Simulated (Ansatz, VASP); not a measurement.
## HgTe in VASP and in Ansatz

The input INCAR:

```
  PREC = Accurate
  ENCUT = 500
  EDIFF = 1E-6
  ISMEAR = -1
  SIGMA = 0.1
  LREAL = False
  LASPH = True
  NELM = 120
  ALGO = Normal
  ISIF = 2
  LWAVE = False
  LCHARG = True
  GGA = B5
  ALDAX = 1.0
  AGGAX = 1.0
  AGGAC = 1.0
  ALDAC = 0.0
  LELF = True
  LVHAR = True
  NBANDS = 16
  GGA_COMPAT = False
```

File KPOINTS:

```
regular mesh
0
Gamma
  4 4 4
```

File POSCAR:

```
HgTe
1.0
   -3.0456030000      3.0456030000      1.5594100000
    3.0456030000     -3.0456030000      1.5594100000
    3.0456030000      3.0456030000     -1.5594100000
Hg Te
1 1
Direct
    0.2500000000      0.7500000000      0.5000000000
    0.0000000000      0.0000000000      0.0000000000
```

Input for Ansatz:

```yaml
crystal:
  lattice:
    - [-3.045603, 3.045603, 1.55941]
    - [3.045603, -3.045603, 1.55941]
    - [3.045603, 3.045603, -1.55941]
  atoms:
    - { symbol: Hg, position: [0.25, 0.75, 0.5] }
    - { symbol: Te, position: [0.0, 0.0, 0.0] }
accuracy: low
kpoints:
  mp_grid:
    grid: [4, 4, 4]
hamiltonian:
  xc: blyp
  pseudopotentials:
    kind: nc
scf:
  max_iter: 60
  n_extra_bands: 8
  mixing:
    algorithm: msr1
    beta: 0.6
    ndim: 4
  occupations:
    method: fermi_dirac
    width: 0.1
  initial_density:
    normalization: atom
output:
  forces: true
  stress: true
```

Alike in both runs: task single point; functional BLYP; k mesh 4 × 4 × 4; occupations fermi-dirac, width 0.1 eV; no spin polarisation.

|  | VASP | Ansatz |
| --- | --- | --- |
| version | VASP 6.6.1 | Ansatz 0.2.0 |
| potentials or method | VASP PAW PBE potentials, release 64 (Hg, Te) | plane waves, norm-conserving potentials |
| plane-wave cutoff (eV) | 500 | 1120 |
| valence electrons in the cell | 18 | 36 |

```tsv
	VASP	Ansatz	Ansatz less VASP
pressure (GPa)	4.6	4.4	-0.21
traceless stress, the component that is largest in VASP (GPa)	8.29	8.18	-0.108
```

VASP's potentials were made for PBE, not for BLYP. With one functional, cell and mesh, what is left measures potentials, basis and numerics. VASP's potentials hold 18 valence electrons a cell and Ansatz's 36, so a difference there can come from the potentials and not from the codes.

The k mesh is coarse, so the values compare programs but aren't converged. Spin-orbit coupling is off throughout.
